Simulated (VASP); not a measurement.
The system is Pt.

```
Pt
1.0
     2.53562    0.00000    0.00000
     0.00000    2.53562    0.00000
     0.00000    0.00000    2.53562
Pt
1
Direct
  0.00000 0.00000 0.00000
```

* Program: VASP 6.6.1
* Task: relaxation of cell and atoms
* Functional: PBE
* Potentials or basis: VASP PAW PBE potentials, release 64 (Pt)
* Cutoff: 600 eV
* k mesh: 12 × 12 × 12
* Occupations: fermi-dirac, width 0.1 eV
* Spin: no spin polarisation

At the start: pressure 24.9 GPa; volume 16.30 Å³/atom.

Task: How do energy, volume and symmetry change on relaxing?

Result: Over 5 steps the energy falls by 122.5 meV/atom and the volume is 18.05 Å³/atom (+10.7 %); space group Pm-3m (No. 221, to 0.05 Å).

Step by step:
```tsv
step	energy change (eV)	largest force (eV/Å)	pressure (GPa)	volume (Å³)
1	0.0000	0.0000	24.95	16.30
2	0.3498	0.0000	-22.99	23.05
3	-0.1215	0.0000	-1.76	18.23
4	-0.1224	0.0000	-0.32	18.08
5	-0.1225	0.0000	0.07	18.05
```

Final structure:
```cif
data_structure
_symmetry_space_group_name_H-M 'P 1'
_symmetry_Int_Tables_number 1
_cell_length_a 2.6230
_cell_length_b 2.6230
_cell_length_c 2.6230
_cell_angle_alpha 90.000
_cell_angle_beta 90.000
_cell_angle_gamma 90.000
_cell_volume 18.05
loop_
_atom_site_label
_atom_site_type_symbol
_atom_site_fract_x
_atom_site_fract_y
_atom_site_fract_z
_atom_site_occupancy
Pt1 Pt 0.00000 0.00000 0.00000 1
```
